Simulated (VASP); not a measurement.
## Si62Ge (a cell with a defect): single point with LDA

Si62Ge (a cell with a defect):

```
Si Ge
1.0
    10.86000    0.00000    0.00000
     0.00000   10.86000    0.00000
     0.00000    0.00000   10.86000
Si Ge
62 1
Direct
  0.48486 0.98486 0.97917
  0.86973 0.36973 0.12039
  0.77083 0.98486 0.26514
  0.87875 0.13154 0.37460
  0.00116 0.00301 0.99533
  0.12535 0.12530 0.12470
  0.24963 0.25041 0.99959
  0.37540 0.37875 0.11846
  0.50301 0.50116 0.99533
  0.62530 0.62535 0.12470
  0.75041 0.74963 0.99959
  0.87875 0.87540 0.11846
  0.25231 0.00084 0.24916
  0.37441 0.12537 0.37559
  0.48486 0.27083 0.26514
  0.63154 0.37875 0.37460
  0.75467 0.50116 0.24699
  0.87475 0.62755 0.37500
  0.50084 0.00084 0.49769
  0.62530 0.12530 0.62465
  0.75041 0.25041 0.50037
  0.87575 0.37575 0.62336
  0.75467 0.00301 0.74884
  0.86973 0.12961 0.88027
  0.99738 0.49738 0.99738
  0.12213 0.62213 0.12671
  0.24738 0.74738 0.00159
  0.37441 0.87441 0.12463
  0.00116 0.25467 0.24699
  0.12755 0.37475 0.37500
  0.25232 0.49940 0.25173
  0.37600 0.62758 0.37400
  0.50084 0.75231 0.24916
  0.62537 0.87441 0.37559
  0.99940 0.99827 0.49768
  0.12213 0.12329 0.62787
  0.24738 0.24841 0.50262
  0.37500 0.37475 0.62245
  0.49827 0.49940 0.49768
  0.62329 0.62213 0.62787
  0.74841 0.74738 0.50262
  0.87475 0.87500 0.62245
  0.25232 0.99827 0.75060
  0.37540 0.13154 0.87125
  0.50301 0.25467 0.74884
  0.62961 0.36973 0.88027
  0.75262 0.49738 0.75262
  0.87575 0.62664 0.87425
  0.99940 0.75232 0.25173
  0.12758 0.87600 0.37400
  0.00026 0.50026 0.49781
  0.12517 0.62517 0.62483
  0.25022 0.75022 0.49978
  0.37600 0.87600 0.62242
  0.99738 0.25262 0.75262
  0.12664 0.37575 0.87425
  0.25219 0.50026 0.74974
  0.37500 0.62755 0.87525
  0.49827 0.75232 0.75060
  0.63154 0.87540 0.87125
  0.00026 0.75219 0.74974
  0.12755 0.87500 0.87525
  0.72327 0.22327 0.02673
```

- Program: VASP 6.6.1
- Task: single point
- Functional: LDA
- Potentials or basis: VASP PAW LDA potentials, release 64 (Si, Ge_d)
- Cutoff: 520 eV
- k mesh: 1 × 1 × 1
- Occupations: fermi-dirac, width 0.05 eV
- Spin: collinear spin, zero start

```
Largest force                                         : 0.043 eV/Å
Net moment                                            : 0.00 μB per cell
Valence electrons inside the program's atomic spheres : Si 1.68, 1.69, 1.71, 1.72, 1.70 (each value once); Ge 12.35
```

Forces in eV/Å, atoms in the order of the input:
```
Si  -0.002 -0.002 -0.012
Si   0.003  0.003 -0.002
Si   0.012 -0.002  0.002
Si  -0.012 -0.012 -0.004
Si  -0.003  0.001  0.006
Si   0.011 -0.005  0.005
Si  -0.006  0.006 -0.006
Si   0.004 -0.012  0.012
Si   0.001 -0.003  0.006
Si  -0.005  0.011  0.005
Si   0.006 -0.006 -0.006
Si  -0.012  0.004  0.012
Si  -0.011 -0.002  0.002
Si   0.014  0.010 -0.014
Si  -0.002  0.012  0.002
Si  -0.012 -0.012 -0.004
Si  -0.006 -0.003 -0.001
Si  -0.005 -0.004 -0.005
Si  -0.002 -0.002  0.011
Si  -0.005 -0.005 -0.011
Si   0.006  0.006  0.006
Si   0.019  0.019  0.010
Si  -0.006  0.001  0.003
Si   0.003  0.002 -0.003
Si  -0.010 -0.010  0.010
Si  -0.002 -0.002  0.005
Si  -0.001 -0.001 -0.002
Si   0.014  0.014 -0.010
Si  -0.003 -0.006 -0.001
Si  -0.004 -0.005 -0.005
Si  -0.001  0.003  0.000
Si   0.003  0.006 -0.003
Si  -0.002 -0.011  0.002
Si   0.010  0.014 -0.014
Si   0.003  0.000  0.001
Si  -0.002 -0.005  0.002
Si  -0.001  0.002  0.001
Si   0.005 -0.005  0.004
Si   0.000  0.003  0.001
Si  -0.005 -0.002  0.002
Si   0.002 -0.001  0.001
Si  -0.005  0.005  0.004
Si  -0.001  0.000 -0.003
Si   0.004 -0.012  0.012
Si   0.001 -0.006  0.003
Si   0.002  0.003 -0.003
Si  -0.010 -0.010  0.010
Si   0.019 -0.010 -0.019
Si   0.003 -0.001  0.000
Si   0.006  0.003 -0.003
Si   0.006  0.006 -0.016
Si  -0.025 -0.025  0.025
Si  -0.002 -0.002  0.002
Si   0.003  0.003 -0.006
Si  -0.010 -0.010  0.010
Si  -0.010  0.019 -0.019
Si   0.016  0.006 -0.006
Si   0.005 -0.004  0.005
Si   0.000 -0.001 -0.003
Si  -0.012  0.004  0.012
Si   0.006  0.016 -0.006
Si  -0.004  0.005  0.005
Ge   0.009  0.009 -0.009
```

Levels at points of the mesh, in eV from the Fermi level:
Spin up:
```
           k point  band 128  band 129  band 130  band 131  band 132  band 133  band 134  band 135
(0.00, 0.00, 0.00)     -0.82     -0.78     -0.78     -0.19      0.07      0.07      0.15      0.18
```
Spin down:
```tsv
k point	band 128	band 129	band 130	band 131	band 132	band 133	band 134	band 135
(0.00, 0.00, 0.00)	-0.82	-0.78	-0.78	-0.19	0.07	0.07	0.15	0.18
```

Wall time 8.2 min on 1 thread of Intel(R) Xeon(R) Platinum 8488C (Sapphire Rapids), with other jobs on the host, peak memory 0.88 GiB.

Caveat: the k points lie up to 0.58 Å⁻¹ apart; the cell carries a net charge on a neutralising background, which shifts energy and pressure; the cell is charged against a uniform background, so pressure and absolute levels hang on convention.
